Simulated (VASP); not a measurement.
The system is Te2Mo.

```
Mo Te
1.0
     3.54213    0.00000    0.00000
    -1.77107    3.06758    0.00000
     0.00000    0.00000   13.89314
Mo Te
2 4
Cartesian
  0.0000 2.0451 3.4733
  1.7711 1.0225 10.4199
  1.7711 1.0225 5.2637
  1.7711 1.0225 1.6829
  0.0000 2.0451 12.2103
  0.0000 2.0451 8.6294
```

This cell differs from its parent crystal: uniaxial z strain -2.0%.

Base run:

```yaml
Program: VASP 6.6.1
Functional: PBE
Potentials_or_basis: VASP PAW PBE potentials, release 64 (Mo_sv, Te)
Cutoff: 520 eV
k_mesh: 12 × 12 × 2
Occupations: fermi-dirac, width 0.02 eV
Spin: no spin polarisation
```

Its results: band gap on the k mesh 0.71 eV, indirect (least direct gap 0.98 eV); pressure 2.4 GPa; largest force 0.228 eV/Å.

Task: The run is repeated on the same cell with these changes: functional from PBE to r2SCAN; occupations from fermi-dirac, width 0.02 eV to gaussian, width 0.01 eV. What comes out?

Result: Band gap on the k mesh 0.82 eV, indirect (least direct gap 1.07 eV); pressure 1.8 GPa; largest force 0.009 eV/Å.

Caveats: spin-orbit coupling is left out, which moves the levels of the heavy elements; this functional lacks dispersion, which binds the layers, so the pressure and a relaxed spacing across them are unreliable (some runs); the PAW data sets were made with another functional, which shifts forces and pressure a little (some runs).

A k mesh can miss the band edges.
